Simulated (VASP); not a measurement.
# CdSe (F-43m) in VASP: a series of runs

CdSe is run at these levels: PBE; tasks: single point.

All numbers are computed with VASP 6.6.1; they aren't measurements. Logs are shortened: lines on timing, memory, paths and dates and some standing lists are left out, and cuts for length are marked.

**1. The cell of the first run**

Symmetry: F-43m, No. 216, cubic system. The conventional cell has a = 6.141 Å, b = 6.141 Å, c = 6.141 Å, α = 90.00°, β = 90.00°, γ = 90.00°. Cd (site symmetry -43m) has 4 Se at 2.66 Å within 3.5 Å. Within 3.5 Å of Se (site symmetry -43m) lie 4 Cd at 2.66 Å.

**2. Single point, PBE**

INCAR reads:

```
SYSTEM = CdSe
ALGO     = Normal         ! electronic algorithm
EDIFF    = 1E-6           ! SCF threshold, eV
ENCUT    = 520            ! plane-wave cutoff, eV
GGA      = PE             ! functional
ISIF     = 2              ! what is computed and relaxed
ISMEAR   = 0              ! smearing method
LASPH    = .True.         ! aspherical terms in the spheres
LCHARG   = .False.        ! write CHGCAR
LREAL    = .False.        ! projectors in reciprocal space
LWAVE    = .False.        ! write WAVECAR
NBANDS   = 16             ! bands
NELM     = 60             ! most SCF steps
PREC     = Accurate       ! precision mode
SIGMA    = 0.016          ! smearing width, eV
```

KPOINTS reads:

```
k-points
0
Gamma
  8 8 8
  0 0 0
```

POSCAR reads:

```
CdSe
1.0
    0.0000000000      3.0702711986      3.0702711986
    3.0702711986      0.0000000000      3.0702711986
    3.0702711986      3.0702711986      0.0000000000
Cd Se
1 1
Direct
    0.0000000000      0.0000000000      0.0000000000
    0.2500000000      0.2500000000      0.2500000000
```

Potentials or basis: VASP PAW PBE potentials, release 64 (Cd, Se).

Command:

```
$ cat potpaw_PBE.64/Cd/POTCAR potpaw_PBE.64/Se/POTCAR > POTCAR
$ mpirun -np 1 vasp_std > vasp.out
```

OUTCAR:

```text
SYSTEM = CdSe
   EDIFF = 1E-6
   ENCUT = 520
   GGA = PE
   ISIF = 2
   ISMEAR = 0
   LASPH = .True.
   LREAL = .False.
   NELM = 60
   PREC = Accurate

 ion  position               nearest neighbor table
   1  0.000  0.000  0.000-   2 2.66   2 2.66   2 2.66   2 2.66
   2  0.250  0.250  0.250-   1 2.66   1 2.66   1 2.66   1 2.66

  LATTYP: Found a face centered cubic cell.
 ALAT       =     6.1405423972

  Lattice vectors:

 A1 = (   0.0000000000,   3.0702711986,   3.0702711986)
 A2 = (   3.0702711986,   0.0000000000,   3.0702711986)
 A3 = (   3.0702711986,   3.0702711986,   0.0000000000)

Analysis of symmetry for initial positions (statically):
=====================================================================
 Subroutine PRICEL returns:
 Original cell was already a primitive cell.

 Routine SETGRP: Setting up the symmetry group for a
 face centered cubic supercell.

 Subroutine GETGRP returns: Found 24 space group operations
 (whereof 24 operations were pure point group operations)
 out of a pool of 48 trial point group operations.

The static configuration has the point symmetry T_d .

Analysis of symmetry for dynamics (positions and initial velocities):
=====================================================================
 Subroutine PRICEL returns:
 Original cell was already a primitive cell.

 Routine SETGRP: Setting up the symmetry group for a
 face centered cubic supercell.

 Subroutine GETGRP returns: Found 24 space group operations
 (whereof 24 operations were pure point group operations)
 out of a pool of 48 trial point group operations.

The dynamic configuration has the point symmetry T_d .

 Subroutine INISYM returns: Found 24 space group operations
 (whereof 24 operations are pure point group operations),
 and found     1 'primitive' translations

----------------------------------------------------------------------------------------

                                     Primitive cell

  volume of cell :      57.8842

  direct lattice vectors                    reciprocal lattice vectors
     0.000000000  3.070271199  3.070271199    -0.162852063  0.162852063  0.162852063
     3.070271199  0.000000000  3.070271199     0.162852063 -0.162852063  0.162852063
     3.070271199  3.070271199  0.000000000     0.162852063  0.162852063 -0.162852063

  length of vectors
     4.342019169  4.342019169  4.342019169     0.282068048  0.282068048  0.282068048

  position of ions in fractional coordinates (direct lattice)
     0.000000000  0.000000000  0.000000000
     0.250000000  0.250000000  0.250000000

  ion indices of the primitive-cell ions
   primitive index   ion index
                 1           1
                 2           2

----------------------------------------------------------------------------------------

 KPOINTS: k-points

Automatic generation of k-mesh.
 Grid dimensions read from file:
 generate k-points for:    8    8    8

 Generating k-lattice:

  Cartesian coordinates                     Fractional coordinates (reciprocal lattice)
    -0.020356508  0.020356508  0.020356508     0.125000000  0.000000000  0.000000000
     0.020356508 -0.020356508  0.020356508     0.000000000  0.125000000  0.000000000
     0.020356508  0.020356508 -0.020356508     0.000000000  0.000000000  0.125000000

  Length of vectors
     0.035258506  0.035258506  0.035258506

  Shift w.r.t. Gamma in fractional coordinates (k-lattice)
     0.000000000  0.000000000  0.000000000

 Subroutine IBZKPT returns following result:
 ===========================================

 Found     29 irreducible k-points:

 Following reciprocal coordinates:
            Coordinates               Weight
  0.000000  0.000000  0.000000      1.000000
  0.125000  0.000000  0.000000      8.000000
  0.250000  0.000000  0.000000      8.000000
  0.375000  0.000000  0.000000      8.000000
  0.500000  0.000000  0.000000      4.000000
  0.125000  0.125000  0.000000      6.000000
[... 16 lines left out ...]
  0.500000  0.250000  0.125000     48.000000
 -0.375000  0.250000  0.125000     24.000000
 [... further k-points ...]
   k-points           NKPTS =     29   k-points in BZ     NKDIM =     29   number of bands    NBANDS=     16
   number of dos      NEDOS =    301   number of ions     NIONS =      2
   total plane-waves  NPLWV =  32768
   dimension x,y,z NGX =    32 NGY =   32 NGZ =   32
   dimension x,y,z NGXF=    64 NGYF=   64 NGZF=   64
   ions per type =               1   1
   NGX,Y,Z   is equivalent  to a cutoff of  12.25, 12.25, 12.25 a.u.
   NGXF,Y,Z  is equivalent  to a cutoff of  24.50, 24.50, 24.50 a.u.
 SYSTEM =  CdSe
   PREC   = accura    normal or accurate (medium, high low for compatibility)
   ISTART =      0    job   : 0-new  1-cont  2-samecut
   ICHARG =      2    charge: 1-file 2-atom 10-const
   ISPIN  =      1    spin polarized calculation?
   LNONCOLLINEAR =      F non collinear calculations
   LSORBIT =      F    spin-orbit coupling
   LASPH  =      T    aspherical Exc in radial PAW
   ENCUT  =  520.0 eV  38.22 Ry    6.18 a.u.   8.07  8.07  8.07*2*pi/ulx,y,z
   NELM   =     60;   NELMIN=  2; NELMDL= -5     # of ELM steps
   EDIFF  = 0.1E-05   stopping-criterion for ELM
   LREAL  =      F    real-space projection
   EDIFFG = 0.1E-04   stopping-criterion for IOM
   NSW    =      0    number of steps for IOM
   IBRION =     -1    ionic relax: 0-MD 1-quasi-New 2-CG
   NFREE  =      0    steps in history (QN), initial steepest desc. (CG)
   ISIF   =      2    stress and relaxation
   ISYM   =      2    0-nonsym 1-usesym 2-fastsym
   POTIM  = 0.5000    time-step for ionic-motion
   TEBEG  =    0.0;   TEEND  =   0.0 temperature during run
   PSTRESS=    0.0 pullay stress
   NELECT =      18.0000    total number of electrons
   NUPDOWN=      -1.0000    fix difference up-down
   EMIN   =  10.00;   EMAX   =-10.00  energy-range for DOS
   EFERMI =   0.00;   METHOD = LEGACY
   ISMEAR =     0;   SIGMA  =   0.02  broadening in eV -4-tet -1-fermi 0-gaus
   EFERMI_NEDOS =   21; number of points for ismear=-14 and -15
   IALGO  =     38    algorithm
   IMIX   =      4    mixing-type and parameters
     AMIX     =   0.40;   BMIX     =  1.00
     AMIX_MAG =   1.60;   BMIX_MAG =  1.00
  volume/ion in A,a.u.               =      28.94       195.31
  Fermi-wavevector in a.u.,A,eV,Ry     =   1.109121  2.095935 16.737199  1.230149
  Thomas-Fermi vector in A             =   2.245657
   LORBIT       =      0    0 simple, 1 ext, 2 COOP (PROOUT), +10 PAW based schemes
   GGA     = PE    functional components
   LHFCALC =     F    Hartree Fock is set to
   AEXX    =    0.0000 exact exchange contribution
   IVDW    =     0    specifies the selected vdW correction
   LEPSILON=     F    determine dielectric tensor
   LRPA    =     F    only Hartree local field effects (RPA)
 non-spin polarized calculation
 Gauss-broadening in eV      SIGMA  =   0.02
  energy-cutoff  :      520.00
  volume of cell :       57.88
 maximum number of plane-waves:      1588
   NGX = 17   NGY = 17   NGZ = 17

 number of electron      18.0000008 magnetization

 Free energy of the ion-electron system (eV)
  ---------------------------------------------------
  ext. energy  EPLUGINS =         0.00000000
  ---------------------------------------------------
  free energy    TOTEN  =        -5.49046467 eV

  energy without entropy =       -5.49046467  energy(sigma->0) =       -5.49046467

 E-fermi :   0.8280     XC(G=0):  -8.7565

 val. band max:        0.7188440916   @ k =   0.0000   0.0000   0.0000
 cond. band min:       1.2682473657   @ k =   0.0000   0.0000   0.0000
 fundamental gap:      0.5494032742
 Fermi energy:         0.8280192068

 k-point     1 :       0.0000    0.0000    0.0000
  band No.  band energies     occupation
      1     -11.7183      2.00000
      2      -7.1233      2.00000
      3      -7.1233      2.00000
      4      -7.1233      2.00000
      5      -6.7789      2.00000
      6      -6.7789      2.00000
[... 8 lines left out ...]
     15      11.7533      0.00000
     16      11.7533      0.00000

 k-point     2 :       0.1250    0.0000    0.0000
  band No.  band energies     occupation
      1     -11.6682      2.00000
      2      -7.1074      2.00000
      3      -7.1074      2.00000
      4      -7.0769      2.00000
      5      -6.7797      2.00000
      6      -6.7797      2.00000
[... 8 lines left out ...]
     15      11.0072      0.00000
     16      11.1129      0.00000

 k-point     3 :       0.2500    0.0000    0.0000
  band No.  band energies     occupation
      1     -11.5458      2.00000
      2      -7.0727      2.00000
      3      -7.0727      2.00000
      4      -6.9217      2.00000
      5      -6.7768      2.00000
      6      -6.7768      2.00000
[... 8 lines left out ...]
     15      10.7642      0.00000
     16      10.8068      0.00000

 k-point     4 :       0.3750    0.0000    0.0000
  band No.  band energies     occupation
      1     -11.4220      2.00000
      2      -7.0452      2.00000
      3      -7.0452      2.00000
      4      -6.7651      2.00000
      5      -6.7651      2.00000
      6      -6.6664      2.00000
[... 8 lines left out ...]
     15      11.6179      0.00000
     16      11.6179      0.00000

 k-point     5 :       0.5000    0.0000    0.0000
  band No.  band energies     occupation
      1     -11.3705      2.00000
      2      -7.0364      2.00000
      3      -7.0364      2.00000
      4      -6.7571      2.00000
      5      -6.7571      2.00000
      6      -6.5049      2.00000
[... 8 lines left out ...]
     15      12.7701      0.00000
     16      12.7701      0.00000

 k-point     6 :       0.1250    0.1250    0.0000
  band No.  band energies     occupation
      1     -11.6515      2.00000
      2      -7.0920      2.00000
      3      -7.0920      2.00000
      4      -7.0819      2.00000
      5      -6.7891      2.00000
      6      -6.7710      2.00000
[... 8 lines left out ...]
     15      11.5840      0.00000
     16      11.8879      0.00000

 k-point     7 :       0.2500    0.1250    0.0000
  band No.  band energies     occupation
      1     -11.5534      2.00000
      2      -7.0684      2.00000
      3      -7.0550      2.00000
      4      -6.9704      2.00000
      5      -6.7902      2.00000
      6      -6.7635      2.00000
[... 8 lines left out ...]
     15      11.6839      0.00000
     16      12.1190      0.00000

 k-point     8 :       0.3750    0.1250    0.0000
  band No.  band energies     occupation
      1     -11.4303      2.00000
      2      -7.0413      2.00000
      3      -7.0236      2.00000
      4      -6.8206      2.00000
      5      -6.7550      2.00000
      6      -6.7009      2.00000
[... 8 lines left out ...]
     15      11.7431      0.00000
     16      12.2092      0.00000

 k-point     9 :       0.5000    0.1250    0.0000
  band No.  band energies     occupation
      1     -11.3551      2.00000
      2      -7.0265      2.00000
      3      -7.0132      2.00000
      4      -6.7818      2.00000
      5      -6.7549      2.00000
      6      -6.4947      2.00000
[... 8 lines left out ...]
     15      12.1247      0.00000
     16      12.8263      0.00000
[... 172 lines left out ...]
 k-point    19 :       0.5000    0.3750    0.0000
  band No.  band energies     occupation
      1     -11.2776      2.00000
      2      -6.9511      2.00000
      3      -6.9034      2.00000
      4      -6.8798      2.00000
      5      -6.7336      2.00000
      6      -6.4522      2.00000
[... 8 lines left out ...]
     15      13.1929      0.00000
     16      13.7799      0.00000

 k-point    20 :      -0.3750    0.3750    0.0000
  band No.  band energies     occupation
      1     -11.2709      2.00000
      2      -6.9727      2.00000
      3      -6.9208      2.00000
      4      -6.8398      2.00000
      5      -6.7517      2.00000
      6      -6.3653      2.00000
[... 8 lines left out ...]
     15      12.1641      0.00000
     16      14.5013      0.00000

 k-point    21 :       0.5000    0.5000    0.0000
  band No.  band energies     occupation
      1     -11.2609      2.00000
      2      -6.9419      2.00000
      3      -6.8830      2.00000
      4      -6.8830      2.00000
      5      -6.7250      2.00000
      6      -6.4437      2.00000
[... 8 lines left out ...]
     15      13.0736      0.00000
     16      13.9827      0.00000

 k-point    22 :       0.3750    0.2500    0.1250
  band No.  band energies     occupation
      1     -11.4552      2.00000
      2      -7.0342      2.00000
      3      -7.0163      2.00000
      4      -6.8746      2.00000
      5      -6.7696      2.00000
      6      -6.7342      2.00000
[... 8 lines left out ...]
     15      12.1741      0.00000
     16      13.3196      0.00000

 k-point    23 :       0.5000    0.2500    0.1250
  band No.  band energies     occupation
      1     -11.3569      2.00000
      2      -7.0076      2.00000
      3      -6.9915      2.00000
      4      -6.8191      2.00000
      5      -6.7584      2.00000
      6      -6.5538      2.00000
[... 8 lines left out ...]
     15      12.4981      0.00000
     16      13.2540      0.00000

 k-point    24 :      -0.3750    0.2500    0.1250
  band No.  band energies     occupation
      1     -11.3164      2.00000
      2      -7.0027      2.00000
      3      -6.9803      2.00000
      4      -6.7961      2.00000
      5      -6.7636      2.00000
      6      -6.4246      2.00000
[... 8 lines left out ...]
     15      12.3171      0.00000
     16      13.2545      0.00000

 [... further k-points ...]
[... 5 lines left out ...]
  --------------------------------------------------------------------------------------
  -------------------------------------------------------------------------------------
  Total        0.5673509      0.5673509      0.5673509      0.0000000      0.0000000      0.0000000
  in kB       15.7037037     15.7037037     15.7037037      0.0000000      0.0000000      0.0000000
  external PRESSURE =      15.7037037 kB  Pullay stress =       0.0000000 kB

 VOLUME and BASIS-vectors are now :
 -----------------------------------------------------------------------------
  energy-cutoff  :      520.00
  volume of cell :       57.88
      direct lattice vectors                 reciprocal lattice vectors
     0.000000000  3.070271199  3.070271199    -0.162852063  0.162852063  0.162852063
     3.070271199  0.000000000  3.070271199     0.162852063 -0.162852063  0.162852063
     3.070271199  3.070271199  0.000000000     0.162852063  0.162852063 -0.162852063

 POSITION                                       TOTAL-FORCE (eV/Angst)
 -----------------------------------------------------------------------------------
      0.00000      0.00000      0.00000        -0.000000     -0.000000     -0.000000
      1.53514      1.53514      1.53514         0.000000      0.000000      0.000000
 -----------------------------------------------------------------------------------
    total drift:                               -0.000001     -0.000001     -0.000000

  FREE ENERGIE OF THE ION-ELECTRON SYSTEM (eV)
  ---------------------------------------------------
  free  energy   TOTEN  =        -5.4904646673 eV

  energy  without entropy=       -5.4904646673  energy(sigma->0) =       -5.49046467
```

Wall time 11 s (1 thread of Intel Xeon Platinum 8488C (Sapphire Rapids), shared host); peak memory 0.18 GiB.

What came out:

```
Free energy            : -5.4905 eV
Pressure               : 1.6 GPa
Band gap on the k mesh : 0.55 eV, direct
```

Levels at points of the mesh, in eV from the valence-band top:
| k point | band 7 | band 8 | band 9 | band 10 | band 11 | band 12 |
| --- | --- | --- | --- | --- | --- | --- |
| (0.00, 0.00, 0.00) | 0.00 | 0.00 | 0.00 | 0.55 | 5.93 | 5.93 |
| (0.50, 0.00, 0.00) | -4.22 | -0.71 | -0.71 | 2.36 | 6.44 | 6.44 |
| (0.50, 0.50, 0.00) | -3.95 | -1.76 | -1.76 | 3.19 | 3.73 | 8.98 |

PBE gaps usually lie below the measured ones, often by a third to a half.

**3. Single point, PBE**

INCAR reads:

```
ALGO = Normal
EDIFF = 1E-6
ENCUT = 520
GGA = PE
ISIF = 2
ISMEAR = 0
LASPH = True
LCHARG = False
LREAL = False
LWAVE = False
NBANDS = 16
NELM = 100
PREC = Accurate
SIGMA = 0.017
```

KPOINTS reads:

```
k-points
0
Gamma
  8 8 8
```

POSCAR is that of step 2.

Potentials or basis: VASP PAW PBE potentials, release 64 (Cd, Se).

Command:

```
$ cat potpaw_PBE.64/Cd/POTCAR potpaw_PBE.64/Se/POTCAR > POTCAR
$ mpirun -np 1 vasp_std > vasp.out
```

Run time: 12 s. Hardware: 1 thread of Intel Xeon Platinum 8488C (Sapphire Rapids), shared host; peak memory 0.18 GiB.

Results (log left out):

| Property | Result |
| --- | --- |
| Free energy | -5.4905 eV |
| Pressure | 1.6 GPa |
| Band gap on the k mesh | 0.55 eV, direct |

Levels at points of the mesh, in eV from the valence-band top:
```
           k point  band 6  band 7  band 8  band 9  band 10  band 11  band 12  band 13
(0.00, 0.00, 0.00)   -7.50    0.00    0.00    0.00     0.55     5.93     5.93     5.93
(0.50, 0.00, 0.00)   -7.22   -4.22   -0.71   -0.71     2.36     6.44     6.44     7.34
(0.50, 0.50, 0.00)   -7.16   -3.95   -1.76   -1.76     3.19     3.73     8.98    10.05
```

A hybrid or GW would open this gap; PBE tends to underestimate it.

[end of part 1 of 2]
